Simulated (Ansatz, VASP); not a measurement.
# Two plane-wave programs on WSe2

The input POSCAR:

```
WSe2
1.0
    3.3143636123      0.0000000000      0.0000000000
   -1.6571818062      2.8703230856      0.0000000000
    0.0000000000      0.0000000000     16.9085563494
W Se
1 2
Direct
    0.0000000000      0.0000000000      0.0000000000
    0.3333333333      0.6666666667      0.0997031682
    0.3333333333      0.6666666667      0.9002968318
```

The input INCAR.step1:

```
SYSTEM = WSe2
PREC = Accurate ; ENCUT = 520
ISMEAR = 0 ; SIGMA = 0.05
LREAL = .False. ; LASPH = .True.
NELM = 100 ; NBANDS = 20
GGA = PE ; ALGO = Normal
EDIFF = 1E-4 ; LWAVE = .True.
LCHARG = .False.
```

File INCAR.step2:

```
SYSTEM = WSe2
PREC = Accurate ; ENCUT = 520
EDIFF = 1E-6 ; ISMEAR = 0
SIGMA = 0.05 ; LREAL = .False.
LASPH = .True. ; NELM = 100
ALGO = Normal ; ISIF = 2
LWAVE = .False. ; LCHARG = .True.
METAGGA = R2SCAN ; LMIXTAU = .True.
LELF = .True. ; LVHAR = .True.
NBANDS = 20 ; ISTART = 1
```

KPOINTS

```
regular mesh
0
Gamma
  12 12 2
  0 0 0
```

Input for Ansatz:

```yaml
crystal:
  lattice:
    - [3.3143636123, 0.0, 0.0]
    - [-1.6571818062, 2.8703230856, 0.0]
    - [0.0, 0.0, 16.9085563494]
  atoms:
    - { symbol: W, position: [0.0, 0.0, 0.0] }
    - { symbol: Se, position: [0.3333333333, 0.6666666667, 0.0997031682] }
    - { symbol: Se, position: [0.3333333333, 0.6666666667, 0.9002968318] }
basis:
  ecutwfc: 500
kpoints:
  mp_grid: { grid: [12, 12, 2] }
hamiltonian:
  xc: r2scan
scf:
  occupations: { method: gaussian, width: 0.05 }
output:
  forces: true
  stress: true
  eigenvalues: true
```

Change from the starting cell: strain +0.000 along x and y, +0.015 along z, atoms carried along.

Alike in both runs: task single point; functional r2SCAN; k mesh 12 × 12 × 2; occupations gaussian, width 0.05 eV; no spin polarisation.

|  | VASP | Ansatz |
| --- | --- | --- |
| version | VASP 6.6.1 | Ansatz 0.2.0 |
| potentials or method | VASP PAW PBE potentials, release 64 (W_sv, Se), cutoff 520 eV | scalar-relativistic, plane waves, PAW |
| valence electrons in the cell | 26 | 46 |

Ansatz gave:

- gap on the k mesh at the Fermi level (eV): 1.69
- least direct gap on the mesh (eV): 1.69
- rms of the force components (eV/Å): 0.208

**Question.** Which values does VASP return?

**Answer.** gap on the k mesh at the Fermi level (eV): 1.69; least direct gap on the mesh (eV): 1.69; rms of the force components (eV/Å): 0.188.

VASP's potentials were made for PBE, not for r2SCAN. Atom by atom the forces differ by 0.019 eV/Å (rms over components). The functional is the same, so the differences come from potentials, cutoffs and numerics. VASP's potentials hold 26 valence electrons a cell and Ansatz's 46, so a difference there can come from the potentials and not from the codes.

Neither program's run includes spin-orbit coupling.
